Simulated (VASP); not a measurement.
# C11O in VASP: a series of runs

C11O is run at these levels: PBE+D3(BJ); tasks: single point.

Everything below comes from runs of VASP 6.6.1. Logs are shortened: lines on timing, memory, paths and dates and some standing lists are left out, and cuts for length are marked.

### 1 The cell of the first run

The cell holds a slab with vacuum, 12 atoms: a = 3.647 Å, b = 4.269 Å, c = 23.181 Å, α = 90.00°, β = 90.00°, γ = 112.97°.

### 2 Single point, PBE+D3(BJ)

Contents of INCAR:

```
SYSTEM = C11O
ALGO = Normal ; DIPOL = 0.5 0.5 0.319
EDIFF = 1E-7 ; ENCUT = 520
GGA = PE ; IDIPOL = 3
ISIF = 2 ; ISMEAR = 0
IVDW = 12 ; LASPH = .True.
LCHARG = .False. ; LDIPOL = .True.
LREAL = .False. ; LWAVE = .False.
NBANDS = 37 ; NELM = 60
PREC = Accurate ; SIGMA = 0.05
```

Contents of KPOINTS:

```
k-points
0
Gamma
  8 7 1
  0 0 0
```

Contents of POSCAR:

```
C11O
1.0
    3.6473242347      0.0000000000      0.0000000000
   -1.6658829406      3.9310150970      0.0000000000
    0.0000000000      0.0000000000     23.1809581692
C O
11 1
Direct
    0.5001799340      0.3333933113      0.1725554212
    0.4998200660      0.6666066887      0.1725554212
    0.5001799340      0.8333933113      0.2257231425
    0.4998200660      0.1666066887      0.2257231425
    0.5000212331      0.3353169669      0.2788716798
    0.4999787669      0.6646830331      0.2788716798
    0.5001286273      0.8366480408      0.3322552327
    0.4998713727      0.1633519592      0.3322552327
    0.4997623703      0.3544335274      0.3809574266
    0.5002376297      0.6455664726      0.3809574266
    0.9997623703      0.8544335274      0.5470420194
    0.9997623703      0.8544335274      0.4974323358
```

Potentials or basis: VASP PAW PBE potentials, release 64 (C, O).

The run is started by

```bash
$ cat potpaw_PBE.64/C/POTCAR potpaw_PBE.64/O/POTCAR > POTCAR
$ mpirun -np 1 vasp_std > vasp.out
```

OUTCAR:

```text
SYSTEM = C11O
   EDIFF = 1E-7
   ENCUT = 520
   GGA = PE
   ISIF = 2
   ISMEAR = 0
   IVDW = 12
   LASPH = .True.
   LREAL = .False.
   NELM = 60
   PREC = Accurate
 IVDW          = 12

 ion  position               nearest neighbor table
   1  0.500  0.333  0.173-   4 1.42   2 1.42
   2  0.500  0.667  0.173-   3 1.42   1 1.42
   3  0.500  0.833  0.226-   2 1.42   4 1.42   6 1.43
   4  0.500  0.167  0.226-   1 1.42   3 1.42   5 1.43
   5  0.500  0.335  0.279-   6 1.41   4 1.43   8 1.44
   6  0.500  0.665  0.279-   5 1.41   3 1.43   7 1.44
   7  0.500  0.837  0.332-  10 1.39   8 1.40   6 1.44
   8  0.500  0.163  0.332-   9 1.39   7 1.40   5 1.44
   9  0.500  0.354  0.381-  10 1.24   8 1.39
  10  0.500  0.646  0.381-   9 1.24   7 1.39
  11  1.000  0.854  0.547-  12 1.15
  12  1.000  0.854  0.497-  11 1.15

  LATTYP: Found a simple monoclinic cell.
 ALAT       =     3.6473242347
 B/A-ratio  =     6.3556066523
 C/A-ratio  =     1.1705653965
 COS(beta)  =    -0.3901884655

  Lattice vectors:

 A1 = (   3.6473242347,   0.0000000000,   0.0000000000)
 A2 = (   0.0000000000,   0.0000000000, -23.1809581692)
 A3 = (  -1.6658829406,   3.9310150970,   0.0000000000)

Analysis of symmetry for initial positions (statically):
=====================================================================
 Subroutine PRICEL returns:
 Original cell was already a primitive cell.

 Routine SETGRP: Setting up the symmetry group for a
 simple monoclinic supercell.

 Subroutine GETGRP returns: Found  1 space group operations
 (whereof  1 operations were pure point group operations)
 out of a pool of  4 trial point group operations.

The static configuration has the point symmetry C_1 .

Analysis of symmetry for dynamics (positions and initial velocities):
=====================================================================
 Subroutine PRICEL returns:
 Original cell was already a primitive cell.

 Routine SETGRP: Setting up the symmetry group for a
 simple monoclinic supercell.

 Subroutine GETGRP returns: Found  1 space group operations
 (whereof  1 operations were pure point group operations)
 out of a pool of  4 trial point group operations.

The dynamic configuration has the point symmetry C_1 .

 Subroutine INISYM returns: Found  1 space group operations
 (whereof  1 operations are pure point group operations),
 and found     1 'primitive' translations

[... 132 lines left out ...]
   IMIX   =      4    mixing-type and parameters
     AMIX     =   0.40;   BMIX     =  1.00
     AMIX_MAG =   1.60;   BMIX_MAG =  1.00
  volume/ion in A,a.u.               =      27.70       186.91
  Fermi-wavevector in a.u.,A,eV,Ry     =   0.870686  1.645357 10.314486  0.758093
  Thomas-Fermi vector in A             =   1.989686
   LORBIT       =      0    0 simple, 1 ext, 2 COOP (PROOUT), +10 PAW based schemes
   GGA     = PE    functional components
   LHFCALC =     F    Hartree Fock is set to
   AEXX    =    0.0000 exact exchange contribution
   IVDW    =    12    specifies the selected vdW correction
   LEPSILON=     F    determine dielectric tensor
   LRPA    =     F    only Hartree local field effects (RPA)
 non-spin polarized calculation
 Gauss-broadening in eV      SIGMA  =   0.05
  energy-cutoff  :      520.00
  volume of cell :      332.36
 maximum number of plane-waves:      8992
   NGX = 13   NGY = 15   NGZ = 87

 dipolmoment           0.000000      0.000000      0.011633 electrons x Angstroem

 number of electron      50.0000002 magnetization

 dipolmoment           0.000000      0.000000     -0.057644 electrons x Angstroem

 Free energy of the ion-electron system (eV)
  ---------------------------------------------------
  ext. energy  EPLUGINS =         0.00000000
  ---------------------------------------------------
  free energy    TOTEN  =       -97.27605789 eV

  energy without entropy =      -97.27285604  energy(sigma->0) =      -97.27445696

 E-fermi :  -2.8455     XC(G=0):  -4.3854

 val. band max:       -2.8584260608   @ k =   0.3750   0.4286   0.0000
 cond. band min:      -2.8443096916   @ k =  -0.1250   0.4286   0.0000
 fundamental gap:      0.0141163692
 Fermi energy:        -2.8454726085

 k-point     1 :       0.0000    0.0000    0.0000
  band No.  band energies     occupation
      1     -26.7891      2.00000
      2     -21.5653      2.00000
      3     -19.7181      2.00000
      4     -17.0103      2.00000
      5     -16.1461      2.00000
      6     -15.5444      2.00000
[... 949 lines left out ...]
     36       5.2656      0.00000
     37       5.4668      0.00000

 [... further k-points ...]

------------------------ aborting loop because EDIFF is reached ----------------------------------------

 vacuum level on the upper side and lower side of the slab       (xc-potential included)        -0.363         0.348

 Edisp (eV)   -1.30021

 E8    (eV) :    -0.3797

  FORCE on cell =-STRESS in cart. coord.  units (eV):
  Direction    XX          YY          ZZ          XY          YZ          ZX
  --------------------------------------------------------------------------------------
  -------------------------------------------------------------------------------------
  Total       0.10117    -1.46028    -3.38787     0.65213     0.07245     0.07398
  in kB       0.48768    -7.03942   -16.33155     3.14367     0.34923     0.35662
  external pressure =       -7.63 kB  Pullay stress =        0.00 kB

 VOLUME and BASIS-vectors are now :
 -----------------------------------------------------------------------------
  energy-cutoff  :      520.00
  volume of cell :      332.36
      direct lattice vectors                 reciprocal lattice vectors
     3.647324235  0.000000000  0.000000000     0.274173596  0.116189102  0.000000000
    -1.665882941  3.931015097  0.000000000     0.000000000  0.254387219  0.000000000
     0.000000000  0.000000000 23.180958169     0.000000000  0.000000000  0.043138855

 POSITION                                       TOTAL-FORCE (eV/Angst)
 -----------------------------------------------------------------------------------
      1.26892      1.31057      4.00000        -2.624961      6.137704      1.134663
      0.71252      2.62044      4.00000         2.624666     -6.138208      1.135198
      0.43598      3.27608      5.23248        -0.162301      0.382372     -1.174684
      1.54546      0.65493      5.23248         0.163075     -0.379822     -1.174592
      1.26514      1.31814      6.46451         0.008023     -0.008323      0.000383
      0.71630      2.61288      6.46451        -0.003849      0.003182      0.002615
      0.43037      3.28888      7.70199        -0.006434      0.026051      0.026300
      1.55107      0.64214      7.70199        -0.004258     -0.015330      0.011139
      1.23235      1.39328      8.83096         0.024381     -0.056326      0.026289
      0.74909      2.53773      8.83096        -0.046262      0.018477     -0.024717
      2.22307      3.35879     12.68096        -0.003190     -0.002634     -0.711545
      2.22307      3.35879     11.53096         0.031110      0.032857      0.748951
 -----------------------------------------------------------------------------------
    total drift:                               -0.000377     -0.000147     -0.000731

  FREE ENERGIE OF THE ION-ELECTRON SYSTEM (eV)
  ---------------------------------------------------
  free  energy   TOTEN  =       -98.5762666629 eV

  energy  without entropy=      -98.5730648112  energy(sigma->0) =      -98.57466574

 vacuum level on the upper side and lower side of the slab         2.960         3.688
```

It took 14 min on 1 thread of Oxide Virtual Turin-like, shared host; peak memory 0.51 GiB.

Results:

* Free energy: -98.5763 eV
* Largest force: 6.772 eV/Å
* Band gap on the k mesh: zero (bands 25 and 26 overlap by 0.73 eV)
* Dispersion energy per atom: -0.108 eV

Forces in eV/Å, atoms in the order of the input:
```
C   -2.625  6.138  1.135
C    2.625 -6.138  1.135
C   -0.162  0.382 -1.175
C    0.163 -0.380 -1.175
C    0.008 -0.008  0.000
C   -0.004  0.003  0.003
C   -0.006  0.026  0.026
C   -0.004 -0.015  0.011
C    0.024 -0.056  0.026
C   -0.046  0.018 -0.025
C   -0.003 -0.003 -0.712
O    0.031  0.033  0.749
```

### 3 Single point, PBE+D3(BJ)

Contents of INCAR:

```
  PREC = Accurate
  ENCUT = 520
  EDIFF = 1E-6
  ISMEAR = 0
  SIGMA = 0.05
  LREAL = F
  LASPH = T
  NELM = 60
  ALGO = Normal
  ISIF = 2
  LWAVE = F
  LCHARG = F
  LDIPOL = T
  IDIPOL = 3
  DIPOL = 0.5 0.5 0.319
  GGA = PE
  IVDW = 12
  NBANDS = 37
```

Contents of KPOINTS:

```
regular mesh
0
Gamma
  8 7 1
```

Edit POSCAR of step 2 so:

```diff
@@ -18,3 +18,3 @@
     0.5002376297      0.6455664726      0.3809574266
-    0.9997623703      0.8544335274      0.5470420194
-    0.9997623703      0.8544335274      0.4974323358
+    0.7497623703      0.6044335274      0.5470420194
+    0.7497623703      0.6044335274      0.4974323358
```

Potentials or basis: VASP PAW PBE potentials, release 64 (C, O).

The run is started by

```bash
$ cat potpaw_PBE.64/C/POTCAR potpaw_PBE.64/O/POTCAR > POTCAR
$ mpirun -np 1 vasp_std > vasp.out
```

OUTCAR:

```text
PREC = Accurate
   ENCUT = 520
   EDIFF = 1E-6
   ISMEAR = 0
   LREAL = F
   LASPH = T
   NELM = 60
   ISIF = 2
   GGA = PE
   IVDW = 12
 IVDW          = 12

 ion  position               nearest neighbor table
   1  0.500  0.333  0.173-   4 1.42   2 1.42
   2  0.500  0.667  0.173-   3 1.42   1 1.42
   3  0.500  0.833  0.226-   2 1.42   4 1.42   6 1.43
   4  0.500  0.167  0.226-   1 1.42   3 1.42   5 1.43
   5  0.500  0.335  0.279-   6 1.41   4 1.43   8 1.44
   6  0.500  0.665  0.279-   5 1.41   3 1.43   7 1.44
   7  0.500  0.837  0.332-  10 1.39   8 1.40   6 1.44
   8  0.500  0.163  0.332-   9 1.39   7 1.40   5 1.44
   9  0.500  0.354  0.381-  10 1.24   8 1.39
  10  0.500  0.646  0.381-   9 1.24   7 1.39
  11  0.750  0.604  0.547-  12 1.15
  12  0.750  0.604  0.497-  11 1.15

  LATTYP: Found a simple monoclinic cell.
 ALAT       =     3.6473242347
 B/A-ratio  =     6.3556066523
 C/A-ratio  =     1.1705653965
 COS(beta)  =    -0.3901884655

  Lattice vectors:

 A1 = (   3.6473242347,   0.0000000000,   0.0000000000)
 A2 = (   0.0000000000,   0.0000000000, -23.1809581692)
 A3 = (  -1.6658829406,   3.9310150970,   0.0000000000)

Analysis of symmetry for initial positions (statically):
=====================================================================
 Subroutine PRICEL returns:
 Original cell was already a primitive cell.

 Routine SETGRP: Setting up the symmetry group for a
 simple monoclinic supercell.

 Subroutine GETGRP returns: Found  1 space group operations
 (whereof  1 operations were pure point group operations)
 out of a pool of  4 trial point group operations.

The static configuration has the point symmetry C_1 .

Analysis of symmetry for dynamics (positions and initial velocities):
=====================================================================
 Subroutine PRICEL returns:
[... 165 lines left out ...]
   NGX = 13   NGY = 15   NGZ = 87

 dipolmoment           0.000000      0.000000      0.010649 electrons x Angstroem

 number of electron      50.0000002 magnetization

 dipolmoment           0.000000      0.000000     -0.060892 electrons x Angstroem

 Free energy of the ion-electron system (eV)
  ---------------------------------------------------
  ext. energy  EPLUGINS =         0.00000000
  ---------------------------------------------------
  free energy    TOTEN  =       -97.17517858 eV

  energy without entropy =      -97.17191435  energy(sigma->0) =      -97.17354646

 E-fermi :  -2.8279     XC(G=0):  -4.3755

 val. band max:       -2.8315725002   @ k =  -0.1250   0.4286   0.0000
 cond. band min:      -2.7673956277   @ k =  -0.2500   0.4286   0.0000
 fundamental gap:      0.0641768725
 Fermi energy:        -2.8278638712

 k-point     1 :       0.0000    0.0000    0.0000
  band No.  band energies     occupation
      1     -26.8109      2.00000
      2     -21.5346      2.00000
      3     -19.6895      2.00000
      4     -16.9825      2.00000
      5     -16.1150      2.00000
      6     -15.5139      2.00000
[... 949 lines left out ...]
     36       5.2895      0.00000
     37       5.4616      0.00000

 [... further k-points ...]

------------------------ aborting loop because EDIFF is reached ----------------------------------------

 vacuum level on the upper side and lower side of the slab       (xc-potential included)        -0.383         0.368

 Edisp (eV)   -1.29998

 E8    (eV) :    -0.3797

  FORCE on cell =-STRESS in cart. coord.  units (eV):
  Direction    XX          YY          ZZ          XY          YZ          ZX
  --------------------------------------------------------------------------------------
  -------------------------------------------------------------------------------------
  Total       0.11405    -1.52364    -2.35564     0.65247     0.16161     0.30890
  in kB       0.54978    -7.34483   -11.35555     3.14527     0.77904     1.48906
  external pressure =       -6.05 kB  Pullay stress =        0.00 kB

 VOLUME and BASIS-vectors are now :
 -----------------------------------------------------------------------------
  energy-cutoff  :      520.00
  volume of cell :      332.36
      direct lattice vectors                 reciprocal lattice vectors
     3.647324235  0.000000000  0.000000000     0.274173596  0.116189102  0.000000000
    -1.665882941  3.931015097  0.000000000     0.000000000  0.254387219  0.000000000
     0.000000000  0.000000000 23.180958169     0.000000000  0.000000000  0.043138855

 POSITION                                       TOTAL-FORCE (eV/Angst)
 -----------------------------------------------------------------------------------
      1.26892      1.31057      4.00000        -2.625918      6.142225      1.134684
      0.71252      2.62044      4.00000         2.624123     -6.143324      1.135286
      0.43598      3.27608      5.23248        -0.156357      0.381697     -1.176050
      1.54546      0.65493      5.23248         0.161300     -0.377684     -1.176010
      1.26514      1.31814      6.46451         0.012098     -0.006641     -0.008256
      0.71630      2.61288      6.46451        -0.000115      0.006301     -0.006619
      0.43037      3.28888      7.70199        -0.008356     -0.003904      0.007007
      1.55107      0.64214      7.70199        -0.015142      0.006491     -0.003831
      1.23235      1.39328      8.83096        -0.015999     -0.127506     -0.115504
      0.74909      2.53773      8.83096        -0.100247      0.055347     -0.155718
      1.72771      2.37604     12.68096        -0.015804     -0.007534     -0.660154
      1.72771      2.37604     11.53096         0.140417      0.074532      1.025164
 -----------------------------------------------------------------------------------
    total drift:                               -0.000374     -0.000137     -0.000614

  FREE ENERGIE OF THE ION-ELECTRON SYSTEM (eV)
  ---------------------------------------------------
  free  energy   TOTEN  =       -98.4751621475 eV

  energy  without entropy=      -98.4718979104  energy(sigma->0) =      -98.47353003

 vacuum level on the upper side and lower side of the slab         2.938         3.706
```

OSZICAR:

```text
N       E                     dE             d eps       ncg     rms          rms(c)
DAV:   1     0.375821451560E+03    0.37582E+03   -0.20882E+04  2154   0.109E+03
DAV:   2    -0.498663383845E+02   -0.42569E+03   -0.40702E+03  3060   0.258E+02
DAV:   3    -0.102994200903E+03   -0.53128E+02   -0.52365E+02  2622   0.961E+01
[... 15 lines left out ...]
DAV:  19    -0.971751347073E+02   -0.43892E-04   -0.48613E-06  2018   0.975E-03    0.249E-03
DAV:  20    -0.971751607206E+02   -0.26013E-04   -0.19021E-06  2021   0.689E-03    0.154E-03
DAV:  21    -0.971751759323E+02   -0.15212E-04   -0.12383E-06  2066   0.503E-03    0.600E-04
DAV:  22    -0.971751784254E+02   -0.24931E-05   -0.25150E-07  1829   0.222E-03    0.331E-04
DAV:  23    -0.971751785822E+02   -0.15673E-06   -0.85656E-08  1510   0.110E-03
   1 F= -.98475162E+02 E0= -.98473530E+02  d E =-.326424E-02
```

Run time: 15 min. Hardware: 1 thread of Oxide Virtual Turin-like, shared host; peak memory 0.51 GiB.

Results:

```yaml
Free_energy: -98.4752 eV
Largest_force: 6.776 eV/Å
Band_gap_on_the_k_mesh: zero (bands 25 and 26 overlap by 0.75 eV)
Dispersion_energy_per_atom: -0.108 eV
```

Forces on the atoms (eV/Å):
```
C   -2.626  6.142  1.135
C    2.624 -6.143  1.135
C   -0.156  0.382 -1.176
C    0.161 -0.378 -1.176
C    0.012 -0.007 -0.008
C    0.000  0.006 -0.007
C   -0.008 -0.004  0.007
C   -0.015  0.006 -0.004
C   -0.016 -0.128 -0.116
C   -0.100  0.055 -0.156
C   -0.016 -0.008 -0.660
O    0.140  0.075  1.025
```

[end of part 1 of 2]

The gap in the log of VASP goes by the Fermi energy; the results here count the filled bands.